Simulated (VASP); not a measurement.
# Zr18B (a cell with a defect) in VASP: single point with PBE

Aim: the single point of Zr18B (a cell with a defect) with PBE.

All numbers are computed with VASP 6.6.1; they aren't measurements. Logs are shortened: lines on timing, memory, paths and dates and some standing lists are left out, and cuts for length are marked.

## Step 1: The cell of the first run

The cell holds a defect, 19 atoms: a = 7.620 Å, b = 7.620 Å, c = 7.620 Å, α = 79.09°, β = 79.09°, γ = 79.09°.

## Step 2: Single point, PBE

INCAR reads:

```
ALGO     = Fast           # electronic algorithm
EDIFF    = 1E-6           # SCF threshold, eV
ENCUT    = 520            # plane-wave cutoff, eV
GGA      = PE             # functional
ISIF     = 2              # what is computed and relaxed
ISMEAR   = 0              # smearing method
LASPH    = True           # aspherical terms in the spheres
LCHARG   = False          # write CHGCAR
LREAL    = Auto         
LWAVE    = False          # write WAVECAR
NBANDS   = 124            # bands
NELM     = 100            # most SCF steps
PREC     = Accurate       # precision mode
SIGMA    = 0.1            # smearing width, eV
```

KPOINTS reads:

```
k-points
0
Gamma
  3 3 3
```

POSCAR reads:

```
Zr18B
1.0
   -4.8517212585      2.8011425747      5.1654655887
    0.0000000000     -5.6022851492      5.1654655887
    4.8517212585      2.8011425746      5.1654655887
Zr B
18 1
Direct
    0.5283675360      0.5251665588      0.1905847343
    0.8619770309      0.1946390195      0.1887743001
    0.1905847343      0.5251665588      0.5283675360
    0.2035958543      0.8670417341      0.2035958543
    0.5170667006      0.1821108835      0.5170667006
    0.8573458972      0.5244949355      0.8573458972
    0.8615198496      0.8560000213      0.5285897586
    0.1887743596      0.1946389005      0.8619770904
    0.5285897586      0.8560000213      0.8615198496
    0.4912099900      0.7620355478      0.4912099900
    0.8064261041      0.4673512513      0.4674769121
    0.1383733691      0.8033239426      0.8043425845
    0.1067938905      0.1534440839      0.4837203260
    0.4674769121      0.4673512513      0.8064261041
    0.8043424814      0.8033239426      0.1383734721
    0.8044721330      0.1330057761      0.8044721330
    0.1370239611      0.4723515908      0.1370239611
    0.4837204290      0.1534440839      0.1067937874
    0.3656071355      0.0188443507      0.3656071355
```

Potentials or basis: VASP PAW PBE potentials, release 64 (Zr_sv, B).

Run with:

```
$ cat potpaw_PBE.64/Zr_sv/POTCAR potpaw_PBE.64/B/POTCAR > POTCAR
$ mpirun -np 1 vasp_std > vasp.out
```

OUTCAR:

```text
EDIFF = 1E-6
   ENCUT = 520
   GGA = PE
   ISIF = 2
   ISMEAR = 0
   LASPH = True
   LREAL = Auto
   NELM = 100
   PREC = Accurate

 ion  position               nearest neighbor table
   1  0.528  0.525  0.191-  18 3.11  10 3.12  14 3.17  11 3.18  15 3.18  17 3.19   9 3.20   6 3.21
                             2 3.22   4 3.24   5 3.25   3 3.28
   2  0.862  0.195  0.189-  13 3.12  18 3.15  11 3.16   8 3.17  16 3.17  17 3.17  15 3.20   6 3.21
                             1 3.22   4 3.25   5 3.27   7 3.29
   3  0.191  0.525  0.528-  13 3.11  10 3.12  11 3.17  14 3.18  12 3.18  17 3.19   7 3.20   6 3.21
                             8 3.22   4 3.24   5 3.25   1 3.28
   4  0.204  0.867  0.204-  19 2.46  13 3.23  18 3.23   3 3.24   1 3.24   7 3.24   9 3.24   8 3.25
                             2 3.25  10 3.28  17 3.29  12 3.31  15 3.31
   5  0.517  0.182  0.517-  19 2.41  13 3.24  18 3.24   1 3.25   3 3.25   9 3.26   7 3.26   8 3.27
                             2 3.27  10 3.29  11 3.30  14 3.30  16 3.31
   6  0.857  0.524  0.857-  11 3.19  14 3.19  16 3.19   7 3.20   9 3.20   2 3.21   8 3.21  17 3.21
                             1 3.21   3 3.21  12 3.21  15 3.21
   7  0.862  0.856  0.529-  10 3.11  13 3.13  16 3.17  12 3.17  15 3.19  11 3.20   3 3.20   6 3.20
                             9 3.23   4 3.24   5 3.26   2 3.29
   8  0.189  0.195  0.862-  18 3.12  13 3.15  14 3.16   2 3.17  16 3.17  17 3.17  12 3.20   6 3.21
                             3 3.22   4 3.25   5 3.27   9 3.29
   9  0.529  0.856  0.862-  10 3.11  18 3.13  16 3.17  15 3.17  12 3.19  14 3.20   1 3.20   6 3.20
[... 4 lines left out ...]
                            15 3.23  16 3.26  14 3.29   5 3.30
  12  0.138  0.803  0.804-   7 3.17   3 3.18   9 3.19   8 3.20   6 3.21  16 3.22  17 3.22  14 3.23
                            15 3.24  10 3.25  13 3.26   4 3.31
  13  0.107  0.153  0.484-  19 2.16  11 2.98  16 3.03   3 3.11   2 3.12   7 3.13   8 3.15   4 3.23
                             5 3.24  17 3.24  12 3.26  18 3.66  10 3.76
  14  0.467  0.467  0.806-  10 2.97  18 2.98   8 3.16   1 3.17   3 3.18   6 3.19   9 3.20  17 3.21
                            12 3.23  16 3.26  11 3.29   5 3.30
  15  0.804  0.803  0.138-   9 3.17   1 3.18   7 3.19   2 3.20   6 3.21  16 3.22  17 3.22  11 3.23
                            12 3.24  10 3.25  18 3.26   4 3.31
  16  0.804  0.133  0.804-  18 3.03  13 3.03   9 3.17   7 3.17   2 3.17   8 3.17   6 3.19  12 3.22
                            15 3.22  11 3.26  14 3.26   5 3.31
  17  0.137  0.472  0.137-   2 3.17   8 3.17   3 3.19   1 3.19  11 3.21  14 3.21   6 3.21  12 3.22
                            15 3.22  13 3.24  18 3.24   4 3.29
  18  0.484  0.153  0.107-  19 2.16  14 2.98  16 3.03   1 3.11   8 3.12   9 3.13   2 3.15   4 3.23
                             5 3.24  17 3.24  15 3.26  13 3.66  10 3.76
  19  0.366  0.019  0.366-  10 2.14  13 2.16  18 2.16   5 2.41   4 2.46

  LATTYP: Found a trigonal (rhomboedric) cell.
 ALAT       =     7.6202121783
 COS(alpha) =     0.1892488915

  Lattice vectors:

 A1 = (  -4.8517212585,   2.8011425747,   5.1654655887)
 A2 = (   0.0000000000,  -5.6022851492,   5.1654655887)
 A3 = (   4.8517212585,   2.8011425746,   5.1654655887)

Analysis of symmetry for initial positions (statically):
=====================================================================
[... 165 lines left out ...]
  Fermi-wavevector in a.u.,A,eV,Ry     =   1.316413  2.487661 23.578136  1.732944
  Thomas-Fermi vector in A             =   2.446527
   LORBIT       =      0    0 simple, 1 ext, 2 COOP (PROOUT), +10 PAW based schemes
   GGA     = PE    functional components
   LHFCALC =     F    Hartree Fock is set to
   AEXX    =    0.0000 exact exchange contribution
   IVDW    =     0    specifies the selected vdW correction
   LEPSILON=     F    determine dielectric tensor
   LRPA    =     F    only Hartree local field effects (RPA)
 non-spin polarized calculation
 RMM-DIIS sequential band-by-band and
 Gauss-broadening in eV      SIGMA  =   0.10
  energy-cutoff  :      520.00
  volume of cell :      421.20
 maximum number of plane-waves:     11368
 NGX is ok and might be reduce to    60
   NGX = 29   NGY = 29   NGZ = 29

 number of electron     219.0000000 magnetization

 Free energy of the ion-electron system (eV)
  ---------------------------------------------------
  ext. energy  EPLUGINS =         0.00000000
  ---------------------------------------------------
  free energy    TOTEN  =      -158.45902031 eV

  energy without entropy =     -158.34829632  energy(sigma->0) =     -158.40365832

 E-fermi :   8.9814     XC(G=0): -11.1339

 val. band max:        8.9736215127   @ k =  -0.3333   0.3333  -0.0000
 cond. band min:       9.0087790438   @ k =   0.3333   0.0000  -0.3333
 fundamental gap:      0.0351575310
 Fermi energy:         8.9813525123

 k-point     1 :       0.0000    0.0000    0.0000
  band No.  band energies     occupation
      1     -39.8051      2.00000
      2     -39.7610      2.00000
      3     -39.7485      2.00000
      4     -39.7254      2.00000
      5     -39.7148      2.00000
      6     -39.7035      2.00000
[... 1229 lines left out ...]
    120       9.7593      0.00000
    121       9.7786      0.00000
 [bands above 121 left out]

------------------------ aborting loop because EDIFF is reached ----------------------------------------

  FORCE on cell =-STRESS in cart. coord.  units (eV):
  Direction    XX          YY          ZZ          XY          YZ          ZX
  --------------------------------------------------------------------------------------
  -------------------------------------------------------------------------------------
  Total        8.4234887      9.4259132      7.8929885     -0.0000000     -0.0699291      0.0000000
  in kB       32.0413494     35.8543818     30.0234277     -0.0000000     -0.2659971      0.0000000
  external PRESSURE =      32.6397197 kB  Pullay stress =       0.0000000 kB

 VOLUME and BASIS-vectors are now :
 -----------------------------------------------------------------------------
  energy-cutoff  :      520.00
  volume of cell :      421.20
      direct lattice vectors                 reciprocal lattice vectors
    -4.851721258  2.801142575  5.165465589    -0.103056209  0.059499530  0.064531130
     0.000000000 -5.602285149  5.165465589    -0.000000000 -0.118999060  0.064531130
     4.851721258  2.801142575  5.165465589     0.103056209  0.059499530  0.064531130

 POSITION                                       TOTAL-FORCE (eV/Angst)
 -----------------------------------------------------------------------------------
     -1.63883     -0.92824      6.42645        -0.000535      0.006583      0.001985
     -3.26619      1.85288      6.43302         0.006219      0.001249      0.000626
      1.63883     -0.92824      6.42645         0.000535      0.006583      0.001985
      0.00000     -3.71681      6.58201         0.000000      0.002422      0.013518
      0.00000      1.87652      6.28247         0.000000      0.001863      0.023212
      0.00000      1.86473     11.56644         0.000000      0.000662     -0.003201
[... 11 lines left out ...]
     -1.82874      0.79448      3.84289        -0.004348     -0.003446     -0.007718
      0.00000      1.94266      3.87440         0.000000     -0.017278     -0.016958
 -----------------------------------------------------------------------------------
    total drift:                               -0.000043     -0.000119      0.001857

  FREE ENERGIE OF THE ION-ELECTRON SYSTEM (eV)
  ---------------------------------------------------
  free  energy   TOTEN  =      -158.4590203067 eV

  energy  without entropy=     -158.3482963246  energy(sigma->0) =     -158.40365832
```

OSZICAR:

```text
N       E                     dE             d eps       ncg     rms          rms(c)
DAV:   1     0.260648679736E+04    0.26065E+04   -0.11571E+05  2480   0.177E+03
DAV:   2     0.977823162100E+02   -0.25087E+04   -0.24631E+04  2748   0.548E+02
DAV:   3    -0.134859440096E+03   -0.23264E+03   -0.22457E+03  3968   0.119E+02
[... 23 lines left out ...]
RMM:  27    -0.158459013793E+03   -0.41741E-05   -0.42879E-05  2378   0.511E-03    0.718E-04
RMM:  28    -0.158459016476E+03   -0.26830E-05   -0.27534E-05  2227   0.438E-03    0.121E-03
RMM:  29    -0.158459018296E+03   -0.18200E-05   -0.19221E-05  1958   0.371E-03    0.120E-03
RMM:  30    -0.158459019455E+03   -0.11587E-05   -0.12591E-05  1866   0.328E-03    0.133E-03
RMM:  31    -0.158459020307E+03   -0.85168E-06   -0.93733E-06  1783   0.288E-03
   1 F= -.15845902E+03 E0= -.15840366E+03  d E =-.110724E+00
```

It took 24 min on 1 thread of Oxide Virtual Turin-like, shared host; peak memory 0.66 GiB.

Results:

* Free energy: -158.4590 eV
* Pressure: 3.3 GPa
* Largest force: 0.024 eV/Å
* Band gap on the k mesh: zero (an odd number of electrons rules out a gap without spin polarisation)

Forces on the atoms (eV/Å):
```
Zr  -0.001  0.007  0.002
Zr   0.006  0.001  0.001
Zr   0.001  0.007  0.002
Zr   0.000  0.002  0.014
Zr   0.000  0.002  0.023
Zr   0.000  0.001 -0.003
Zr   0.000 -0.002  0.000
Zr  -0.006  0.001  0.001
Zr   0.000 -0.002  0.000
Zr   0.000  0.017 -0.006
Zr  -0.001 -0.002 -0.001
Zr  -0.001 -0.001  0.001
Zr   0.004 -0.003 -0.008
Zr   0.001 -0.002 -0.001
Zr   0.001 -0.001  0.001
Zr   0.000 -0.003  0.000
Zr   0.000 -0.001  0.000
Zr  -0.004 -0.003 -0.008
B    0.000 -0.017 -0.017
```

The gap in the log of VASP goes by the Fermi energy; the results here count the filled bands.